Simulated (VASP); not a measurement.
A run of VASP 6.6.1 is set up as follows.

Contents of INCAR:

```
SYSTEM = TaSi3
ALGO = Normal ; EDIFF = 1E-6
EDIFFG = -0.01 ; ENCUT = 600
GGA = PS ; IBRION = 2
ISIF = 3 ; ISMEAR = 0
LASPH = .True. ; LCHARG = .False.
LREAL = .False. ; LWAVE = .False.
NELM = 80 ; NSW = 80
PREC = Accurate ; SIGMA = 0.1
```

Contents of KPOINTS:

```
k-points
0
Gamma
  16 16 16
  0 0 0
```

The input POSCAR:

```
TaSi3
1.0
   -1.8416188840      1.8416188840      4.0895162109
    1.8416188840     -1.8416188840      4.0895162109
    1.8416188840      1.8416188840     -4.0895162109
Ta Si
1 3
Direct
    0.5000000000      0.5000000000      0.0000000000
    0.0000000000      0.0000000000      0.0000000000
    0.7500000000      0.2500000000      0.5000000000
    0.2500000000      0.7500000000      0.5000000000
```

Potentials or basis: VASP PAW PBE potentials, release 64 (Ta_pv, Si).

Command:

```sh
$ cat potpaw_PBE.64/Ta_pv/POTCAR potpaw_PBE.64/Si/POTCAR > POTCAR
$ mpirun -np 1 vasp_std > vasp.out
```

Q: Estimate the relaxed cell.

A: a = 4.902 Å, b = 4.902 Å, c = 4.902 Å, α = 135.40°, β = 135.40°, γ = 64.91°.

Q: What does it give for the space group after relaxing (to 0.1 Å)?

A: I4/mmm (No. 139).

Step by step:
| step | energy change (eV) | largest force (eV/Å) | pressure (GPa) | volume (Å³) |
| --- | --- | --- | --- | --- |
| 1 | 0.0000 | 0.0000 | 5.09 | 55.48 |
| 2 | -0.0009 | 0.0000 | -4.49 | 59.09 |
| 3 | -0.0275 | 0.0000 | -0.01 | 57.26 |
| 4 | -0.0275 | 0.0000 | 0.08 | 57.23 |
| 5 | -0.0275 | 0.0000 | 0.08 | 57.23 |
| 6 | -0.0276 | 0.0000 | 0.07 | 57.24 |

Caveat: the PAW data sets were made with another functional, which shifts forces and pressure a little; an odd number of electrons without spin polarisation forces a metal; a magnetic or distorted state may lie lower. Zero-point motion and thermal expansion aren't in these numbers.
